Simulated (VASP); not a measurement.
# KCl (Fm-3m) in VASP: dielectric tensor with r2SCAN

Aim: the dielectric tensor of KCl with r2SCAN.

All numbers are computed with VASP 6.6.1; they aren't measurements. Logs are shortened: lines on timing, memory, paths and dates and some standing lists are left out, and cuts for length are marked.

## (1) The cell of the first run

It takes space group Fm-3m (No. 225, cubic). Conventional cell: a = 6.290 Å, b = 6.290 Å, c = 6.290 Å, α = 90.00°, β = 90.00°, γ = 90.00°. Within 4.1 Å of K (site symmetry m-3m) lie 6 Cl at 3.14 Å. Within 4.1 Å of Cl (site symmetry m-3m) lie 6 K at 3.14 Å.

## (2) Dielectric tensor, r2SCAN

INCAR

```
SYSTEM = KCl
PREC = Accurate ; ENCUT = 520
EDIFF = 1E-8 ; ISMEAR = 0
SIGMA = 0.01 ; LREAL = .FALSE.
LASPH = .TRUE. ; NELM = 60
ALGO = Normal ; ISIF = 2
LWAVE = .FALSE. ; LCHARG = .FALSE.
METAGGA = R2SCAN ; LMIXTAU = .TRUE.
LCALCEPS = .TRUE.
```

KPOINTS

```
regular mesh
0
G
  6 6 6
  0 0 0
```

POSCAR

```
KCl
1.0
    0.0000000000      3.1448483099      3.1448483099
    3.1448483099      0.0000000000      3.1448483099
    3.1448483099      3.1448483099      0.0000000000
K Cl
1 1
Direct
    0.0000000000      0.0000000000      0.0000000000
    0.5000000000      0.5000000000      0.5000000000
```

Potentials or basis: VASP PAW PBE potentials, release 64 (K_sv, Cl).

Command:

```bash
$ cat potpaw_PBE.64/K_sv/POTCAR potpaw_PBE.64/Cl/POTCAR > POTCAR
$ mpirun -np 1 vasp_std > vasp.out
```

OUTCAR:

```text
SYSTEM = KCl
   PREC = Accurate
   ENCUT = 520
   EDIFF = 1E-8
   ISMEAR = 0
   LREAL = .FALSE.
   LASPH = .TRUE.
   NELM = 60
   ISIF = 2
   METAGGA = R2SCAN

 ion  position               nearest neighbor table
   1  0.000  0.000  0.000-   2 3.14   2 3.14   2 3.14   2 3.14   2 3.14   2 3.14
   2  0.500  0.500  0.500-   1 3.14   1 3.14   1 3.14   1 3.14   1 3.14   1 3.14

  LATTYP: Found a face centered cubic cell.
 ALAT       =     6.2896966198

  Lattice vectors:

 A1 = (   0.0000000000,   3.1448483099,   3.1448483099)
 A2 = (   3.1448483099,   0.0000000000,   3.1448483099)
 A3 = (   3.1448483099,   3.1448483099,   0.0000000000)

Analysis of symmetry for initial positions (statically):
=====================================================================
 Subroutine PRICEL returns:
 Original cell was already a primitive cell.

 Routine SETGRP: Setting up the symmetry group for a
 face centered cubic supercell.

 Subroutine GETGRP returns: Found 48 space group operations
 (whereof 48 operations were pure point group operations)
 out of a pool of 48 trial point group operations.

The static configuration has the point symmetry O_h .

Analysis of symmetry for dynamics (positions and initial velocities):
=====================================================================
 Subroutine PRICEL returns:
 Original cell was already a primitive cell.

 Routine SETGRP: Setting up the symmetry group for a
 face centered cubic supercell.

 Subroutine GETGRP returns: Found 48 space group operations
 (whereof 48 operations were pure point group operations)
 out of a pool of 48 trial point group operations.

The dynamic configuration has the point symmetry O_h .

 Subroutine INISYM returns: Found 48 space group operations
 (whereof 48 operations are pure point group operations),
 and found     1 'primitive' translations

----------------------------------------------------------------------------------------

                                     Primitive cell

  volume of cell :      62.2055

  direct lattice vectors                    reciprocal lattice vectors
     0.000000000  3.144848310  3.144848310    -0.158990180  0.158990180  0.158990180
     3.144848310  0.000000000  3.144848310     0.158990180 -0.158990180  0.158990180
     3.144848310  3.144848310  0.000000000     0.158990180  0.158990180 -0.158990180

  length of vectors
     4.447487131  4.447487131  4.447487131     0.275379070  0.275379070  0.275379070

  position of ions in fractional coordinates (direct lattice)
     0.000000000  0.000000000  0.000000000
     0.500000000  0.500000000  0.500000000

  ion indices of the primitive-cell ions
   primitive index   ion index
                 1           1
                 2           2

----------------------------------------------------------------------------------------

 KPOINTS: regular mesh

Automatic generation of k-mesh.
 Grid dimensions read from file:
 generate k-points for:    6    6    6

 Generating k-lattice:

  Cartesian coordinates                     Fractional coordinates (reciprocal lattice)
    -0.026498363  0.026498363  0.026498363     0.166666667  0.000000000  0.000000000
     0.026498363 -0.026498363  0.026498363     0.000000000  0.166666667  0.000000000
     0.026498363  0.026498363 -0.026498363     0.000000000  0.000000000  0.166666667

  Length of vectors
     0.045896512  0.045896512  0.045896512

  Shift w.r.t. Gamma in fractional coordinates (k-lattice)
     0.000000000  0.000000000  0.000000000

 Subroutine IBZKPT returns following result:
 ===========================================

 Found     16 irreducible k-points:

 Following reciprocal coordinates:
            Coordinates               Weight
[... 26 lines left out ...]
   ISTART =      0    job   : 0-new  1-cont  2-samecut
   ICHARG =      2    charge: 1-file 2-atom 10-const
   ISPIN  =      1    spin polarized calculation?
   LNONCOLLINEAR =      F non collinear calculations
   LSORBIT =      F    spin-orbit coupling
   LASPH  =      T    aspherical Exc in radial PAW
   ENCUT  =  520.0 eV  38.22 Ry    6.18 a.u.   8.27  8.27  8.27*2*pi/ulx,y,z
   NELM   =     60;   NELMIN=  2; NELMDL= -5     # of ELM steps
   EDIFF  = 0.1E-07   stopping-criterion for ELM
   LREAL  =      F    real-space projection
   EDIFFG = 0.1E-06   stopping-criterion for IOM
   NSW    =      0    number of steps for IOM
   IBRION =     -1    ionic relax: 0-MD 1-quasi-New 2-CG
   NFREE  =      0    steps in history (QN), initial steepest desc. (CG)
   ISIF   =      2    stress and relaxation
   ISYM   =      2    0-nonsym 1-usesym 2-fastsym
   POTIM  = 0.5000    time-step for ionic-motion
   TEBEG  =    0.0;   TEEND  =   0.0 temperature during run
   PSTRESS=    0.0 pullay stress
   NELECT =      16.0000    total number of electrons
   NUPDOWN=      -1.0000    fix difference up-down
   EMIN   =  10.00;   EMAX   =-10.00  energy-range for DOS
   EFERMI =   0.00;   METHOD = LEGACY
   ISMEAR =     0;   SIGMA  =   0.01  broadening in eV -4-tet -1-fermi 0-gaus
   EFERMI_NEDOS =   21; number of points for ismear=-14 and -15
   IALGO  =     38    algorithm
   IMIX   =      4    mixing-type and parameters
     AMIX     =   0.40;   BMIX     =  1.00
     AMIX_MAG =   1.60;   BMIX_MAG =  1.00
  volume/ion in A,a.u.               =      31.10       209.89
  Fermi-wavevector in a.u.,A,eV,Ry     =   1.041130  1.967451 14.748069  1.083952
  Thomas-Fermi vector in A             =   2.175737
   LORBIT       =      0    0 simple, 1 ext, 2 COOP (PROOUT), +10 PAW based schemes
   METAGGA = R2SCAN    functional components
   LHFCALC =     F    Hartree Fock is set to
   AEXX    =    0.0000 exact exchange contribution
   IVDW    =     0    specifies the selected vdW correction
   LEPSILON=     F    determine dielectric tensor
   LRPA    =     F    only Hartree local field effects (RPA)
   LRPA       =     F
 non-spin polarized calculation
 Gauss-broadening in eV      SIGMA  =   0.01
  energy-cutoff  :      520.00
  volume of cell :       62.21
 maximum number of plane-waves:      1694
 NGX is ok and might be reduce to    36
   NGX = 17   NGY = 17   NGZ = 17

 Total electronic dipole moment: p[elc]=(    -0.00000    -0.00000    -0.00000 ) |e| Angst

 number of electron      16.0000001 magnetization

 Free energy of the ion-electron system (eV)
  ---------------------------------------------------
  ext. energy  EPLUGINS =         0.00000000
  ---------------------------------------------------
  free energy    TOTEN  =       -16.50650936 eV

  energy without entropy =      -16.50650936  energy(sigma->0) =      -16.50650936

 E-fermi :  -2.1662     XC(G=0):  -7.9603

 val. band max:       -2.2580912520   @ k =   0.0000   0.0000   0.0000
 cond. band min:   10000.0000000000   @ k =   0.0000   0.0000   0.0000
 fundamental gap:  10002.2580912520
 Fermi energy:        -2.1662304154

 k-point     1 :       0.0000    0.0000    0.0000
  band No.  band energies     occupation
      1     -30.5230      2.00000
      2     -14.9300      2.00000
      3     -13.2143      2.00000
      4     -13.2143      2.00000
      5     -13.2143      2.00000
      6      -2.2581      2.00000
      7      -2.2581      2.00000
      8      -2.2581      2.00000
      9   10000.0000      0.00000
     10   10000.0000      0.00000
     11   10000.0000      0.00000
     12   10000.0000      0.00000
[... 331 lines left out ...]
 k-point    24 :       0.0000    0.3333    0.1667
  band No.  band energies     occupation
      1     -30.5152      2.00000
      2     -14.9993      2.00000
      3     -13.2367      2.00000
      4     -13.2344      2.00000
      5     -13.1082      2.00000
      6      -2.9565      2.00000
      7      -2.4846      2.00000
      8      -2.4378      2.00000
      9   10000.0000      0.00000
     10   10000.0000      0.00000
     11   10000.0000      0.00000
     12   10000.0000      0.00000

 [... further k-points ...]

------------------------ aborting loop because EDIFF is reached ----------------------------------------

            Ionic dipole moment: p[ion]=(   -22.01394   -22.01394   -22.01394 ) |e| Angst

 Total electronic dipole moment: p[elc]=(    -0.00000    -0.00000     0.00427 ) |e| Angst

 MACROSCOPIC STATIC DIELECTRIC TENSOR (including local field effects)
 ------------------------------------------------------
           2.242309    -0.000000    -0.000000
           0.000000     2.242309    -0.000000
           0.000000     0.000000     2.242309
 ------------------------------------------------------

 PIEZOELECTRIC TENSOR (including local field effects) (e Angst)
          XX          YY          ZZ          XY          YZ          ZX
  --------------------------------------------------------------------------------
  x     0.00000     0.00000     0.00000     0.00000     0.00000     0.00000
  y     0.00000     0.00000     0.00000     0.00000     0.00000     0.00000
  z     0.00000     0.00000     0.00000     0.00000     0.00000     0.00000

 PIEZOELECTRIC TENSOR (including local field effects) (C/m^2)
          XX          YY          ZZ          XY          YZ          ZX
  --------------------------------------------------------------------------------
  x     0.00000     0.00000     0.00000     0.00000     0.00000     0.00000
  y     0.00000     0.00000     0.00000     0.00000     0.00000     0.00000
  z     0.00000     0.00000     0.00000     0.00000     0.00000     0.00000

 BORN EFFECTIVE CHARGES (including local field effects) (in |e|, cummulative output)
 ---------------------------------------------------------------------------------
 ion    1
    1     1.06382     0.00000     0.00000
    2    -0.00000     1.06382     0.00000
    3     0.00000    -0.00000     1.06382
 ion    2
    1    -1.06382    -0.00000    -0.00000
    2     0.00000    -1.06382    -0.00000
    3    -0.00000     0.00000    -1.06382

  FORCE on cell =-STRESS in cart. coord.  units (eV):
  Direction    XX          YY          ZZ          XY          YZ          ZX
  --------------------------------------------------------------------------------------
  -------------------------------------------------------------------------------------
  Total        0.0015756      0.0015756      0.0015756      0.0000000      0.0000000      0.0000000
  in kB        0.0405824      0.0405824      0.0405824      0.0000000      0.0000000      0.0000000
  external PRESSURE =       0.0405824 kB  Pullay stress =       0.0000000 kB

 VOLUME and BASIS-vectors are now :
 -----------------------------------------------------------------------------
  energy-cutoff  :      520.00
  volume of cell :       62.21
      direct lattice vectors                 reciprocal lattice vectors
     0.000000000  3.144848310  3.144848310    -0.158990180  0.158990180  0.158990180
     3.144848310  0.000000000  3.144848310     0.158990180 -0.158990180  0.158990180
     3.144848310  3.144848310  0.000000000     0.158990180  0.158990180 -0.158990180

 POSITION                                       TOTAL-FORCE (eV/Angst)
 -----------------------------------------------------------------------------------
      0.00000      0.00000      0.00000         0.000000     -0.000000     -0.000000
      3.14485      3.14485      3.14485        -0.000000      0.000000      0.000000
 -----------------------------------------------------------------------------------
    total drift:                                0.000000      0.000000      0.000000

  FREE ENERGIE OF THE ION-ELECTRON SYSTEM (eV)
  ---------------------------------------------------
  free  energy   TOTEN  =       -16.5065093558 eV

  energy  without entropy=      -16.5065093558  energy(sigma->0) =      -16.50650936
```

It took 40 min on 1 thread of Intel Xeon Platinum 8175M at 2.50GHz (Skylake/Cascade Lake), shared host; peak memory 0.4 GiB.

Results:

```
Band gap on the k mesh                  : 5.84 eV, direct
Electronic dielectric tensor (diagonal) : 2.24
Born charges (mean of the diagonal)     : K +1.06; Cl -1.06 e
```

Levels at points of the mesh, in eV from the valence-band top:
```tsv
k point	band 6	band 7	band 8	band 9	band 10	band 11
(0.00, 0.00, 0.00)	0.00	0.00	0.00	5.84	9.03	9.03
(0.50, 0.00, 0.00)	-1.05	-0.32	-0.32	8.14	9.25	11.33
(0.50, 0.50, 0.00)	-0.67	-0.23	-0.23	7.03	9.22	10.70
```

Electronic dielectric tensor:
```
2.24 0.00 0.00
0.00 2.24 0.00
0.00 0.00 2.24
```

Born effective charge tensors (e):
atom 1, K
```
1.06 0.00 0.00
0.00 1.06 0.00
0.00 0.00 1.06
```
atom 2, Cl
```
-1.06  0.00  0.00
 0.00 -1.06  0.00
 0.00  0.00 -1.06
```

Dipole moments of the cell (e·Å, modulo the quantum): ionic -22.014, -22.014, -22.014; electronic 0.000, 0.000, 0.004

Caveat: the PAW data sets were made with another functional, which shifts forces and pressure a little.
